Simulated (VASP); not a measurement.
Wanted: the native input for a VASP 6.6.1 run.

| Quantity | Value |
| --- | --- |
| Task | single point |
| Functional | PBE |
| Potentials or basis | VASP PAW PBE potentials, release 64 (Ti_sv, Nb_sv, B) |
| Cutoff | 520 eV |
| k mesh | 6 × 6 × 4 |
| Occupations | gaussian, width 0.1 eV |
| Spin | no spin polarisation |
| Dipole correction | no |
| Further INCAR settings | ALGO = Normal; EDIFF = 1e-06; NBANDS = 32 |

The structure of Ti2NbB3 lies in POSCAR:

```
Ti2NbB3
1.0
    3.2251239081      0.0000000028      0.0000000000
   -1.6125619564      2.7930392334      0.0000000000
    0.0000000000      0.0000000000      7.8897927294
Ti Nb B
2 1 3
Direct
    0.6666666667      0.3333333333      0.6638813790
    0.3333333333      0.6666666667      0.3361186210
    0.0000000000      0.0000000000      0.0000000000
    0.6666666667      0.3333333333      0.1697863518
    0.3333333333      0.6666666667      0.8302136482
    0.0000000000      0.0000000000      0.5000000000
```

The input as run:

INCAR

```
PREC = Accurate ; ENCUT = 520
EDIFF = 1E-6 ; ISMEAR = 0
SIGMA = 0.1 ; LREAL = False
LASPH = True ; NELM = 60
ALGO = Normal ; ISIF = 2
LWAVE = False ; LCHARG = True
GGA = PE ; LELF = True
LVHAR = True ; NBANDS = 32
```

KPOINTS

```
Automatic mesh
0
Gamma
  6 6 4
```

Potentials or basis: VASP PAW PBE potentials, release 64 (Ti_sv, Nb_sv, B).

Run with:

```console
$ cat potpaw_PBE.64/Ti_sv/POTCAR potpaw_PBE.64/Nb_sv/POTCAR potpaw_PBE.64/B/POTCAR > POTCAR
$ mpirun -np 1 vasp_std > vasp.out
```

Results of the run:

- Pressure: -0.1 GPa
- Largest force: 0.006 eV/Å
- Band gap on the k mesh: zero (band 23 reaches 9.07 eV, above the bottom of band 24 at 7.55 eV)

Caveat: the k points lie up to 0.37 Å⁻¹ apart.

Wall time 22 s on 1 thread of Intel(R) Xeon(R) 6975P-C (Granite Rapids), on a shared host, peak memory 0.2 GiB.
